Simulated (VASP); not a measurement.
# Cu: single point with LDA

Cu:

```
CELL_PARAMETERS angstrom
0.00000 1.77060 1.77060
1.77060 0.00000 1.77060
1.77060 1.77060 0.00000
ATOMIC_POSITIONS crystal
Cu 0.00000 0.00000 0.00000
```

This cell differs from its parent crystal: volume scaled by 0.94.

* Program: VASP 6.6.1
* Task: single point
* Functional: LDA
* Potentials or basis: VASP PAW LDA potentials, release 64 (Cu)
* Cutoff: 600 eV
* k mesh: 13 × 13 × 13
* Occupations: fermi-dirac, width 0.05 eV
* Spin: no spin polarisation

```yaml
Pressure: -2.7 GPa
```

Levels at points of the mesh, in eV from the Fermi level:
| k point | band 3 | band 4 | band 5 | band 6 | band 7 | band 8 | band 9 | band 10 |
| --- | --- | --- | --- | --- | --- | --- | --- | --- |
| (0.00, 0.00, 0.00) | -3.46 | -3.46 | -2.54 | -2.54 | 22.98 | 25.94 | 25.94 | 25.94 |

Run time: 19 s on 1 thread of Intel Xeon 8259CL (shared host), peak memory 0.12 GiB.
